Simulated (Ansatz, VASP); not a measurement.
Two plane-wave programs on BaTe

```
Ba Te
1.0
     4.04934    0.00000    0.00000
     0.00000    4.04934    0.00000
     0.00000    0.00000    4.04934
Ba Te
1 1
Direct
  0.00000 0.00000 0.00000
  0.50000 0.50000 0.50000
```

Change from the starting cell: strain -0.050 along x and y, -0.050 along z, atoms carried along.

Alike in both runs: task single point; functional LDA; k mesh 6 × 6 × 6; occupations gaussian, width 0.05 eV; no spin polarisation.

|  | VASP | Ansatz |
| --- | --- | --- |
| version | VASP 6.6.1 | Ansatz 0.2.0 |
| potentials or method | VASP PAW LDA potentials, release 64 (Ba_sv, Te), cutoff 520 eV | scalar-relativistic, plane waves, PAW |
| valence electrons in the cell | 16 | 26 |

|  | VASP | Ansatz | Ansatz less VASP |
| --- | --- | --- | --- |
| gap on the k mesh at the Fermi level (eV) | 0.24 | 0.40 | +0.158 |
| least direct gap on the mesh (eV) | 0.60 | 0.71 | +0.109 |
| pressure (GPa) | 3.1 | 2.2 | -0.92 |

LDA's correlation is that of Perdew and Zunger in VASP and of Perdew and Wang (1992) in Ansatz. VASP's potentials hold 16 valence electrons a cell and Ansatz's 26, so a difference there can come from the potentials and not from the codes.

Neither program's run includes spin-orbit coupling.
